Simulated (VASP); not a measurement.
# B2W (P6/mmm) in VASP: further runs, part 2 of 2

VASP 6.6.1.

### Step 3. Single point, LDA (8.35 Å³/atom)

This run uses another cell than the first one, of 8.35 Å³/atom.

File INCAR:

```
SYSTEM = B2W
PREC = Accurate ; ENCUT = 520
EDIFF = 1E-6 ; ISMEAR = -1
SIGMA = 0.15 ; LREAL = .False.
LASPH = .True. ; NELM = 60
ALGO = Normal ; ISIF = 2
LWAVE = .False. ; LCHARG = .False.
NBANDS = 17
```

File KPOINTS:

```
Automatic mesh
0
Gamma
  18 18 12
  0 0 0
```

File POSCAR:

```
B2W
1.0
    2.9703435869      0.0000000000      0.0000000000
   -1.4851717934      2.5723930042      0.0000000000
    0.0000000000      0.0000000000      3.2802750171
B W
2 1
Direct
    0.3333333333      0.6666666667      0.5000000000
    0.6666666667      0.3333333333      0.5000000000
    0.0000000000      0.0000000000      0.0000000000
```

Potentials or basis: VASP PAW LDA potentials, release 64 (B, W_sv).

The run is started by

```console
$ cat potpaw_LDA.64/B/POTCAR potpaw_LDA.64/W_sv/POTCAR > POTCAR
$ mpirun -np 1 vasp_std > vasp.out
```

OUTCAR:

```text
SYSTEM = B2W
   PREC = Accurate
   ENCUT = 520
   EDIFF = 1E-6
   ISMEAR = -1
   LREAL = .False.
   LASPH = .True.
   NELM = 60
   ISIF = 2

 ion  position               nearest neighbor table
   1  0.333  0.667  0.500-   2 1.71   2 1.71   2 1.71   3 2.37   3 2.37   3 2.37   3 2.37   3 2.37
                             3 2.37
   2  0.667  0.333  0.500-   1 1.71   1 1.71   1 1.71   3 2.37   3 2.37   3 2.37   3 2.37   3 2.37
                             3 2.37
   3  0.000  0.000  0.000-   1 2.37   2 2.37   1 2.37   2 2.37   1 2.37   1 2.37   2 2.37   2 2.37
                             2 2.37   2 2.37   1 2.37   1 2.37

  LATTYP: Found a hexagonal cell.
 ALAT       =     2.9703435869
 C/A-ratio  =     1.1043419460

  Lattice vectors:

 A1 = (   2.9703435869,   0.0000000000,   0.0000000000)
 A2 = (  -1.4851717934,   2.5723930042,   0.0000000000)
 A3 = (   0.0000000000,   0.0000000000,   3.2802750171)

Analysis of symmetry for initial positions (statically):
=====================================================================
 Subroutine PRICEL returns:
 Original cell was already a primitive cell.

 Routine SETGRP: Setting up the symmetry group for a
 hexagonal supercell.

 Subroutine GETGRP returns: Found 24 space group operations
 (whereof 24 operations were pure point group operations)
 out of a pool of 24 trial point group operations.

The static configuration has the point symmetry D_6h.

Analysis of symmetry for dynamics (positions and initial velocities):
=====================================================================
 Subroutine PRICEL returns:
 Original cell was already a primitive cell.

 Routine SETGRP: Setting up the symmetry group for a
 hexagonal supercell.

 Subroutine GETGRP returns: Found 24 space group operations
 (whereof 24 operations were pure point group operations)
 out of a pool of 24 trial point group operations.
[... 119 lines left out ...]
   EFERMI_NEDOS =   21; number of points for ismear=-14 and -15
   IALGO  =     38    algorithm
   IMIX   =      4    mixing-type and parameters
     AMIX     =   0.40;   BMIX     =  1.00
     AMIX_MAG =   1.60;   BMIX_MAG =  1.00
  volume/ion in A,a.u.               =       8.35        56.38
  Fermi-wavevector in a.u.,A,eV,Ry     =   1.518449  2.869452 31.370762  2.305686
  Thomas-Fermi vector in A             =   2.627568
   LORBIT       =      0    0 simple, 1 ext, 2 COOP (PROOUT), +10 PAW based schemes
   GGA     = CA    functional components
   LHFCALC =     F    Hartree Fock is set to
   AEXX    =    0.0000 exact exchange contribution
   IVDW    =     0    specifies the selected vdW correction
   LEPSILON=     F    determine dielectric tensor
   LRPA    =     F    only Hartree local field effects (RPA)
 non-spin polarized calculation
  energy-cutoff  :      520.00
  volume of cell :       25.06
 maximum number of plane-waves:       708
 NGX is ok and might be reduce to    24
   NGX = 11   NGY = 11   NGZ = 13

 number of electron      20.0000004 magnetization

 Free energy of the ion-electron system (eV)
  ---------------------------------------------------
  ext. energy  EPLUGINS =         0.00000000
  ---------------------------------------------------
  free energy    TOTEN  =       -29.47827185 eV

  energy without entropy =      -29.38691526  energy(sigma->0) =      -29.43259356

 E-fermi :  12.8478     XC(G=0): -13.9466

 val. band max:       12.8429583032   @ k =   0.2222   0.1667   0.0833
 cond. band min:      12.8482497385   @ k =   0.2778   0.0556   0.0000
 fundamental gap:      0.0052914353
 Fermi energy:        12.8478469743

 k-point     1 :       0.0000    0.0000    0.0000
  band No.  band energies     occupation
      1     -61.7504      2.00000
      2     -26.3953      2.00000
      3     -25.9884      2.00000
      4     -25.9884      2.00000
      5      -3.2864      2.00000
      6       6.8733      2.00000
[... 457 lines left out ...]
      4     -26.1951      2.00000
      5       0.5497      2.00000
      6       2.6148      2.00000
[... 9 lines left out ...]
     16      21.5969      0.00000
     17      25.6196      0.00000

 [... further k-points ...]

------------------------ aborting loop because EDIFF is reached ----------------------------------------

  FORCE on cell =-STRESS in cart. coord.  units (eV):
  Direction    XX          YY          ZZ          XY          YZ          ZX
  --------------------------------------------------------------------------------------
  -------------------------------------------------------------------------------------
  Total        1.4238950      1.4238950      1.4275624      0.0000000      0.0000000      0.0000000
  in kB       91.0194666     91.0194666     91.2538977      0.0000000      0.0000000      0.0000000
  external PRESSURE =      91.0976103 kB  Pullay stress =       0.0000000 kB

 VOLUME and BASIS-vectors are now :
 -----------------------------------------------------------------------------
  energy-cutoff  :      520.00
  volume of cell :       25.06
      direct lattice vectors                 reciprocal lattice vectors
     2.970343587  0.000000000  0.000000000     0.336661390  0.194371544  0.000000000
    -1.485171793  2.572393004  0.000000000     0.000000000  0.388743088  0.000000000
     0.000000000  0.000000000  3.280275017     0.000000000  0.000000000  0.304852488

 POSITION                                       TOTAL-FORCE (eV/Angst)
 -----------------------------------------------------------------------------------
     -0.00000      1.71493      1.64014         0.000000     -0.000000      0.000000
      1.48517      0.85746      1.64014        -0.000000      0.000000      0.000000
      0.00000      0.00000      0.00000        -0.000000     -0.000000      0.000000
 -----------------------------------------------------------------------------------
    total drift:                               -0.000000      0.000000      0.000000

  FREE ENERGIE OF THE ION-ELECTRON SYSTEM (eV)
  ---------------------------------------------------
  free  energy   TOTEN  =       -29.4782718545 eV

  energy  without entropy=      -29.3869152618  energy(sigma->0) =      -29.43259356
```

OSZICAR:

```text
N       E                     dE             d eps       ncg     rms          rms(c)
DAV:   1     0.118338879377E+03    0.11834E+03   -0.10317E+04  8854   0.127E+03
DAV:   2    -0.295207437255E+02   -0.14786E+03   -0.14397E+03 10252   0.345E+02
DAV:   3    -0.333627464855E+02   -0.38420E+01   -0.37914E+01 10685   0.518E+01
DAV:   4    -0.333853100957E+02   -0.22564E-01   -0.22525E-01 10590   0.406E+00
DAV:   5    -0.333854393391E+02   -0.12924E-03   -0.12924E-03 10741   0.313E-01    0.325E+01
DAV:   6    -0.295310679351E+02    0.38544E+01   -0.15760E+01 10060   0.274E+01    0.852E+00
DAV:   7    -0.294976477282E+02    0.33420E-01   -0.42113E-01  9512   0.526E+00    0.586E+00
DAV:   8    -0.294787611022E+02    0.18887E-01   -0.17853E-02 10995   0.118E+00    0.193E-01
DAV:   9    -0.294782935402E+02    0.46756E-03   -0.10327E-03  9850   0.246E-01    0.768E-02
DAV:  10    -0.294782715499E+02    0.21990E-04   -0.90064E-05 10636   0.680E-02    0.141E-02
DAV:  11    -0.294782718545E+02   -0.30461E-06   -0.31524E-06  9428   0.178E-02
   1 F= -.29478272E+02 E0= -.29432594E+02  d E =-.913566E-01
```

Wall time 1.8 min (1 thread of AMD EPYC 7R13, shared host); peak memory 0.19 GiB.

What came out:

| Quantity | Value |
| --- | --- |
| Free energy | -29.4783 eV |
| Pressure | 9.1 GPa |
| Band gap on the k mesh | zero (bands 10 and 11 overlap by 3.69 eV) |

Caveat: the cell stands under pressure; spin-orbit coupling is left out, which moves the levels of the heavy elements.

The gap in the log of VASP goes by the Fermi energy; the results here count the filled bands.